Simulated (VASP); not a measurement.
Here is a VASP 6.6.1 calculation.

Contents of INCAR:

```
ALGO = Normal
EDIFF = 1E-6
ENCUT = 520
GGA = PE
ISIF = 2
ISMEAR = 0
ISPIN = 2
LASPH = T
LCHARG = F
LORBIT = 11
LREAL = Auto
LWAVE = F
MAGMOM = 0 0.01 0 0 0 0 0 0 0 0 0 0 0 0 0 0 0 0 0 0 0 0 0 0 0 0 0 0 0 0 0 0 0 0 0.01 0.04 0 0 0.05 0.21 0.02 0 0.01 0.01 0 0 0.06 0.01 0 0 0.31 0.31 0.03 0.24 0.3 0.01 0.02 0 0.03 0 0 0 0.02 0.06 0 0 0 0.02 0 0 0.24
NBANDS = 188
NELECT = 287.0
NELM = 150
NUPDOWN = 3.0
PREC = Accurate
SIGMA = 0.01
```

Contents of KPOINTS:

```
Automatic mesh
0
Gamma
  1 1 1
  0.25 0.25 0.25
```

File POSCAR:

```
Al34CN36
1.0
    9.3892708701      0.0000000899      0.0000000000
   -4.6946355101      8.1313470499      0.0000000000
    0.0000000000      0.0000000000     10.0348065900
Al N C
34 36 1
Direct
    0.2270787661      0.1122926251      0.2549123666
    0.1038365833      0.2091055499      0.5019346715
    0.2229083031      0.1119410939      0.7524740181
    0.1157555362      0.2319268206      1.0042908236
    0.1144241946      0.5535835329      0.4897738611
    0.2255820734      0.4464009787      0.7499196610
    0.1110434173      0.5591111299      1.0017761349
    0.2225431979      0.7793292507      0.2481278984
    0.1104185972      0.8851759064      0.5009750884
    0.2235244783      0.7766322906      0.7475436355
    0.1119845209      0.8905643136      1.0010453000
    0.5545639170      0.1118076903      0.2507846359
    0.4438594280      0.2224744537      0.5037697699
    0.5560944400      0.1113533225      0.7513069418
    0.4461007382      0.2253167258      1.0006418860
    0.5539753511      0.4466145852      0.2535835523
    0.5571264271      0.4458308415      0.7478095710
    0.4475245273      0.5596126950      0.9962301905
    0.5546771503      0.7777094186      0.2507571505
    0.4439150125      0.8875201315      0.5008174418
    0.5563742778      0.7779735566      0.7476070559
    0.4451494948      0.8905175503      0.9991536478
    0.8815419747      0.1085217775      0.2559645404
    0.7759179624      0.2205445628      0.5008774354
    0.8902977281      0.1119652387      0.7520080604
    0.7793832809      0.2252395307      1.0004777617
    0.8871962094      0.4461928377      0.2511460505
    0.7780341863      0.5550744128      0.5010092335
    0.8917741694      0.4448798807      0.7471304833
    0.7784618109      0.5559777130      1.0006159652
    0.8885292447      0.7782336242      0.2498659178
    0.7740288270      0.8825705759      0.5025607917
    0.8895437458      0.7773320027      0.7516471945
    0.7790209048      0.8909555211      1.0008714524
    0.2218487753      0.1078499751      0.4434097596
    0.1173046381      0.2351390003      0.2050667001
    0.2213145727      0.1152351470      0.9440615120
    0.1124386027      0.2231063758      0.6900093715
    0.1782352808      0.4074430296      0.4037000824
    0.0961303004      0.5696561088      0.1835806412
    0.2216100661      0.4482144415      0.9414698611
    0.1147662682      0.5536086088      0.6824371667
    0.2228421313      0.7770816002      0.4392756780
    0.1122510886      0.8956810955      0.1913253170
    0.2233337225      0.7811322673      0.9371600970
    0.1121199285      0.8889710342      0.6915378179
    0.5539283950      0.1108054627      0.4412445162
    0.4441172470      0.2231511290      0.1905208707
    0.5567315612      0.1136396175      0.9413092227
    0.4442096788      0.2208964582      0.6932645184
    0.5657565432      0.4325825645      0.4379494816
    0.4700841543      0.5694622979      0.1810719728
    0.5576294083      0.4449163249      0.9395097409
    0.4463282815      0.5562149942      0.7078380969
    0.5654555763      0.7994633442      0.4353523991
    0.4442947615      0.8911766881      0.1887540500
    0.5588139689      0.7842497127      0.9391336760
    0.4455505300      0.8902579982      0.6904856829
    0.8837565538      0.1052861534      0.4439939239
    0.7776256433      0.2229820743      0.1916569298
    0.8935254748      0.1156727518      0.9438593976
    0.7782719453      0.2211499444      0.6913045823
    0.8892616874      0.4430053588      0.4416694996
    0.7771644568      0.5563466372      0.1905370806
    0.8895545173      0.4455545077      0.9368595616
    0.7810703236      0.5564320923      0.6908445525
    0.8895777989      0.7770993162      0.4409725745
    0.7823738638      0.8938666555      0.1901571610
    0.8898744952      0.7793478887      0.9416258770
    0.7808709879      0.8899570971      0.6928501884
    0.1800283561      0.3871649006      0.2749273400
```

Potentials or basis: VASP PAW PBE potentials, release 64 (Al, N, C).

Command:

```sh
$ cat potpaw_PBE.64/Al/POTCAR potpaw_PBE.64/N/POTCAR potpaw_PBE.64/C/POTCAR > POTCAR
$ mpirun -np 1 vasp_std > vasp.out
```

Task: Predict the largest force.

Result: 0.160 eV/Å.

Forces in eV/Å, atoms in the order of the input:
```
Al   0.034 -0.038 -0.005
Al   0.000  0.007  0.025
Al   0.032 -0.021 -0.005
Al  -0.021  0.001  0.017
Al  -0.025 -0.010 -0.033
Al  -0.028 -0.050 -0.012
Al  -0.040  0.030  0.081
Al   0.017 -0.081 -0.020
Al  -0.005  0.010 -0.015
Al   0.033 -0.006 -0.009
Al  -0.016  0.003  0.011
Al   0.015 -0.026  0.028
Al   0.015  0.032 -0.036
Al   0.023 -0.018 -0.019
Al  -0.027  0.014  0.015
Al   0.054  0.032 -0.001
Al   0.096 -0.051 -0.007
Al  -0.038 -0.007  0.059
Al  -0.064 -0.024  0.055
Al   0.008  0.036 -0.037
Al   0.018  0.057 -0.007
Al  -0.038  0.013  0.033
Al   0.018  0.005  0.002
Al  -0.048  0.023 -0.009
Al   0.011 -0.012 -0.007
Al  -0.027  0.025  0.010
Al   0.066  0.036 -0.027
Al  -0.030 -0.016 -0.031
Al   0.012 -0.015 -0.017
Al  -0.004  0.012  0.028
Al   0.043 -0.040  0.008
Al  -0.040 -0.010 -0.003
Al   0.034 -0.020 -0.004
Al  -0.017  0.005  0.002
N    0.013 -0.031  0.015
N   -0.126 -0.079 -0.057
N    0.035 -0.017  0.001
N   -0.029  0.027 -0.001
N   -0.036  0.032  0.117
N   -0.012  0.001  0.040
N    0.087  0.021 -0.021
N   -0.022  0.017  0.016
N    0.035 -0.021  0.010
N   -0.031  0.043  0.000
N    0.032 -0.024 -0.008
N   -0.046  0.031 -0.001
N    0.007 -0.007  0.015
N   -0.037  0.037  0.006
N    0.039 -0.027 -0.003
N   -0.037  0.020  0.014
N    0.043 -0.067  0.029
N    0.028  0.021 -0.045
N    0.054 -0.033 -0.065
N   -0.012  0.012 -0.020
N    0.015 -0.019  0.015
N   -0.008  0.043 -0.028
N    0.052  0.002 -0.037
N   -0.039  0.020  0.023
N    0.032 -0.025  0.010
N   -0.015  0.015 -0.011
N    0.037 -0.024  0.013
N   -0.030  0.015  0.022
N    0.024 -0.020  0.008
N   -0.122  0.004 -0.027
N    0.029 -0.033 -0.012
N   -0.039  0.031  0.018
N    0.040  0.000  0.005
N   -0.015  0.012 -0.043
N    0.033 -0.006  0.000
N   -0.037  0.021 -0.002
C   -0.002  0.116 -0.064
```

Caveat: the k points lie up to 0.39 Å⁻¹ apart; the cell carries a net charge on a neutralising background, which shifts energy and pressure; the total moment is fixed, so each spin has its own Fermi level and the state may be an excited one.
